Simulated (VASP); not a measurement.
## WSe2: single point with PBE+D3(BJ)

The system is WSe2, a sheet with vacuum.

```
W Se
1.0
     3.28200    0.00000    0.00000
    -1.64100    2.84230    0.00000
     0.00000    0.00000   43.46800
W Se
2 4
Direct
  0.33333 0.66667 0.41874
  0.66667 0.33333 0.27142
  0.66667 0.33333 0.45751
  0.66667 0.33333 0.37999
  0.33333 0.66667 0.31017
  0.33333 0.66667 0.23266
```

```
Program             : VASP 6.6.1
Task                : single point
Functional          : PBE
Dispersion          : D3(BJ)
Potentials or basis : VASP PAW PBE potentials, release 64 (W_sv, Se)
Cutoff              : 520 eV
k mesh              : 12 × 12 × 1
Occupations         : gaussian, width 0.01 eV
Spin                : no spin polarisation
```

```
Largest force                          : 0.049 eV/Å
Band gap on the k mesh                 : 1.28 eV (least direct gap 1.62 eV)
Dispersion energy per atom             : -0.403 eV
Ionisation potential of the upper face : 4.92 eV
```

Forces in eV/Å, atoms in the order of the input:
```
W    0.000  0.000 -0.002
W    0.000  0.000  0.002
Se   0.000  0.000  0.049
Se   0.000  0.000 -0.046
Se   0.000  0.000  0.046
Se   0.000  0.000 -0.049
```

Levels at points of the mesh, in eV from the valence-band top:
| k point | band 23 | band 24 | band 25 | band 26 | band 27 | band 28 | band 29 | band 30 |
| --- | --- | --- | --- | --- | --- | --- | --- | --- |
| (0.00, 0.00, 0.00) | -1.29 | -1.29 | -0.74 | 0.00 | 2.81 | 2.81 | 2.86 | 2.86 |
| (0.50, 0.00, 0.00) | -1.22 | -1.14 | -1.10 | -0.95 | 2.33 | 2.36 | 2.57 | 2.77 |

Run time: 11 min on 1 thread of Intel Xeon 8259CL, with other jobs on the host, peak memory 0.59 GiB.

Caveat: spin-orbit coupling is left out, which moves the levels of the heavy elements.
